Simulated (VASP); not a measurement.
Wanted: the native input for a VASP 6.6.1 run.

| Property | Result |
| --- | --- |
| Task | single point |
| Functional | r2SCAN |
| Potentials or basis | VASP PAW PBE potentials, release 64 (Na_pv, Cl) |
| Cutoff | 520 eV |
| k mesh | 8 × 8 × 8 |
| Occupations | fermi-dirac, width 0.02 eV |
| Spin | no spin polarisation |
| Dipole correction | no |
| Further INCAR settings | ALGO = Normal; EDIFF = 1e-06; NBANDS = 14 |

The system is NaCl.

```
CELL_PARAMETERS angstrom
0.00000 2.80273 2.80273
2.80273 0.00000 2.80273
2.80273 2.80273 0.00000
ATOMIC_POSITIONS crystal
Na 0.00000 0.00000 0.00000
Cl 0.50000 0.50000 0.50000
```

These files were run (other wordings do the same):

POSCAR

```
NaCl
1.0
    0.0000000000      2.8027319633      2.8027319633
    2.8027319633      0.0000000000      2.8027319633
    2.8027319633      2.8027319633      0.0000000000
Na Cl
1 1
Direct
    0.0000000000      0.0000000000      0.0000000000
    0.5000000000      0.5000000000      0.5000000000
```

INCAR.step1

```
ALGO     = Normal         # electronic algorithm
EDIFF    = 1E-4           # SCF threshold, eV
ENCUT    = 520            # plane-wave cutoff, eV
GGA      = PE             # functional
ISMEAR   = -1             # smearing method
LASPH    = T              # aspherical terms in the spheres
LCHARG   = F              # write CHGCAR
LREAL    = F              # projectors in reciprocal space
LWAVE    = T              # write WAVECAR
NBANDS   = 14             # bands
NELM     = 80             # most SCF steps
PREC     = Accurate       # precision mode
SIGMA    = 0.02           # smearing width, eV
```

INCAR.step2

```
ALGO     = Normal         # electronic algorithm
EDIFF    = 1E-6           # SCF threshold, eV
ENCUT    = 520            # plane-wave cutoff, eV
ISIF     = 2              # what is computed and relaxed
ISMEAR   = -1             # smearing method
ISTART   = 1            
LASPH    = T              # aspherical terms in the spheres
LCHARG   = F              # write CHGCAR
LMIXTAU  = T            
LREAL    = F              # projectors in reciprocal space
LWAVE    = F              # write WAVECAR
METAGGA  = R2SCAN         # meta-GGA
NBANDS   = 14             # bands
NELM     = 80             # most SCF steps
PREC     = Accurate       # precision mode
SIGMA    = 0.02           # smearing width, eV
```

KPOINTS

```
k-points
0
Gamma
  8 8 8
```

Potentials or basis: VASP PAW PBE potentials, release 64 (Na_pv, Cl).

Launch:

```sh
$ cat potpaw_PBE.64/Na_pv/POTCAR potpaw_PBE.64/Cl/POTCAR > POTCAR
$ cp INCAR.step1 INCAR
$ mpirun -np 1 vasp_std > vasp.out
$ cp INCAR.step2 INCAR
$ mpirun -np 1 vasp_std > vasp.out
```

It gave:

```json
{
  "Pressure": "-0.1 GPa",
  "Band gap on the k mesh": "6.00 eV"
}
```

Caveat: the PAW data sets were made with another functional, which shifts forces and pressure a little.

It took 37 s on 1 thread of Intel(R) Xeon(R) 6975P-C (Granite Rapids), on a shared host, peak memory 0.17 GiB.
